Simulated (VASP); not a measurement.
Here is a VASP 6.6.1 calculation.

INCAR

```
PREC     = Accurate       # precision mode
ENCUT    = 600            # plane-wave cutoff, eV
EDIFF    = 1E-7           # SCF threshold, eV
ISMEAR   = 0              # smearing method
SIGMA    = 0.02           # smearing width, eV
LREAL    = F              # projectors in reciprocal space
LASPH    = T              # aspherical terms in the spheres
NELM     = 120            # most SCF steps
ALGO     = Normal         # electronic algorithm
ISIF     = 3              # what is computed and relaxed
LWAVE    = F              # write WAVECAR
LCHARG   = F              # write CHGCAR
GGA      = CA             # functional
IBRION   = 2              # ionic algorithm
NSW      = 100            # ionic steps
EDIFFG   = -0.002         # ionic threshold
GGA_COMPAT= F            
NELMIN   = 4
```

The input KPOINTS:

```
Automatic mesh
0
Gamma
  10 10 10
```

Contents of POSCAR:

```
AlN
1.0
    0.0000000000      2.1900000000      2.1900000000
    2.1900000000      0.0000000000      2.1900000000
    2.1900000000      2.1900000000      0.0000000000
Al N
1 1
Direct
    0.0000000000      0.0000000000      0.0000000000
    0.2500000000      0.2500000000      0.2500000000
```

Potentials or basis: VASP PAW LDA potentials, release 64 (Al, N).

The run is started by

```sh
$ cat potpaw_LDA.64/Al/POTCAR potpaw_LDA.64/N/POTCAR > POTCAR
$ mpirun -np 1 vasp_std > vasp.out
```

Task: What does it give for the space group after relaxing (to 0.05 Å)?

Result: F-43m (No. 216).

Task: Predict the band gap on the k mesh.

Result: 3.23 eV, indirect (least direct gap 4.37 eV).

Task: Estimate the relaxed volume.

Result: 10.26 Å³/atom.

Task: Estimate the relaxed cell.

Result: a = 3.073 Å, b = 3.073 Å, c = 3.073 Å, α = 60.00°, β = 60.00°, γ = 60.00°.

Final structure:
```xyz
2
Lattice="0.0000 2.1730 2.1730 2.1730 0.0000 2.1730 2.1730 2.1730 0.0000" Properties=species:S:1:pos:R:3 pbc="T T T"
Al    0.0000    0.0000    0.0000
N     1.0865    1.0865    1.0865
```

A k mesh can miss the band edges. As with any semilocal functional, this LDA gap is likely too small.
